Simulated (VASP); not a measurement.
## Si: single point with r2SCAN

Crystal: Si.

```
Si
1.0
     0.00000    2.72273    2.72273
     2.72273    0.00000    2.72273
     2.72273    2.72273    0.00000
Si
2
Direct
  0.50000 0.50000 0.50000
  0.75000 0.75000 0.75000
```

```
Program                : VASP 6.6.1
Task                   : single point
Functional             : r2SCAN
Potentials or basis    : VASP PAW PBE potentials, release 64 (Si)
Cutoff                 : 520 eV
k mesh                 : 10 × 10 × 10
Occupations            : methfessel-paxton, width 0.01 eV
Spin                   : no spin polarisation
Dipole correction      : no
Further INCAR settings : ALGO = Normal; EDIFF = 1e-07; NBANDS = 11
```

The pressure is -0.3 GPa and the band gap on the k mesh is 0.79 eV, indirect (least direct gap 2.75 eV).

Levels at points of the mesh, in eV from the valence-band top:
| k point | band 1 | band 2 | band 3 | band 4 | band 5 | band 6 | band 7 | band 8 | band 9 |
| --- | --- | --- | --- | --- | --- | --- | --- | --- | --- |
| (0.00, 0.00, 0.00) | -12.47 | 0.00 | 0.00 | 0.00 | 2.75 | 2.75 | 2.75 | 3.89 | 8.12 |
| (0.50, 0.00, 0.00) | -10.04 | -7.23 | -1.27 | -1.27 | 1.85 | 3.59 | 3.59 | 8.33 | 11.14 |
| (0.50, 0.50, 0.00) | -8.13 | -8.13 | -2.99 | -2.99 | 0.94 | 0.94 | 10.81 | 10.81 | 11.59 |

It took 2.1 min on 1 thread of Intel Xeon 8259CL, with other jobs on the host, peak memory 0.17 GiB.

Caveat: the PAW data sets were made with another functional, which shifts forces and pressure a little. A k mesh can miss the band edges.
